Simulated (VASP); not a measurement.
Write the native input for VASP 6.6.1 that does the following.

```yaml
Task: single point
Functional: r2SCAN
Potentials_or_basis: VASP PAW PBE potentials, release 64 (Al, N)
Cutoff: 520 eV
k_mesh: 8 × 8 × 3
Occupations: gaussian, width 0.05 eV
Spin: no spin polarisation
Dipole_correction: no
Further_INCAR_settings: ALGO = Normal; EDIFF = 1e-06; NBANDS = 26
```

AlN:

```
CELL_PARAMETERS angstrom
-3.10667 0.00000 0.00000
-1.55333 -2.69045 0.00000
0.00000 0.00000 11.95681
ATOMIC_POSITIONS crystal
Al 0.33333 0.33333 0.54510
Al 0.33333 0.33333 0.12874
Al 0.66667 0.66667 0.75329
Al 0.66667 0.66667 0.33692
N 0.33333 0.33333 0.70399
N 0.33333 0.33333 0.28763
N 0.66667 0.66667 0.07945
N 0.66667 0.66667 0.49581
```

The input as run:

POSCAR

```
AlN
1.0
   -3.1066653375      0.0000000000      0.0000000000
   -1.5533326688     -2.6904511034      0.0000000000
    0.0000000000      0.0000000000     11.9568096770
Al N
4 4
Direct
    0.3333333333      0.3333333333      0.5451029543
    0.3333333333      0.3333333333      0.1287373038
    0.6666666667      0.6666666667      0.7532857795
    0.6666666667      0.6666666667      0.3369201291
    0.3333333333      0.3333333333      0.7039939971
    0.3333333333      0.3333333333      0.2876283466
    0.6666666667      0.6666666667      0.0794455214
    0.6666666667      0.6666666667      0.4958111718
```

INCAR.step1

```
SYSTEM = AlN
  ALGO = Normal
  EDIFF = 1E-4
  ENCUT = 520
  GGA = PE
  ISMEAR = 0
  LASPH = .TRUE.
  LCHARG = .FALSE.
  LREAL = .FALSE.
  LWAVE = .TRUE.
  NBANDS = 26
  NELM = 60
  PREC = Accurate
  SIGMA = 0.05
```

INCAR.step2

```
SYSTEM = AlN
  ALGO = Normal
  EDIFF = 1E-6
  ENCUT = 520
  ISIF = 2
  ISMEAR = 0
  ISTART = 1
  LASPH = .TRUE.
  LCHARG = .TRUE.
  LELF = .TRUE.
  LMIXTAU = .TRUE.
  LREAL = .FALSE.
  LVHAR = .TRUE.
  LWAVE = .FALSE.
  METAGGA = R2SCAN
  NBANDS = 26
  NELM = 60
  PREC = Accurate
  SIGMA = 0.05
```

KPOINTS

```
k-points
0
G
  8 8 3
  0 0 0
```

Potentials or basis: VASP PAW PBE potentials, release 64 (Al, N).

Command:

```console
$ cat potpaw_PBE.64/Al/POTCAR potpaw_PBE.64/N/POTCAR > POTCAR
$ cp INCAR.step1 INCAR
$ mpirun -np 1 vasp_std > vasp.out
$ cp INCAR.step2 INCAR
$ mpirun -np 1 vasp_std > vasp.out
```

It gave:

The pressure is -2.9 GPa. The largest force is 2.662 eV/Å and the band gap on the k mesh is zero (band 16 reaches 5.88 eV, above the bottom of band 17 at 5.77 eV).

Caveat: the PAW data sets were made with another functional, which shifts forces and pressure a little.

Run time: 4.2 min on 1 thread of Intel(R) Xeon(R) Platinum 8259CL CPU @ 2.50GHz (Skylake/Cascade Lake) (shared host), peak memory 0.24 GiB.
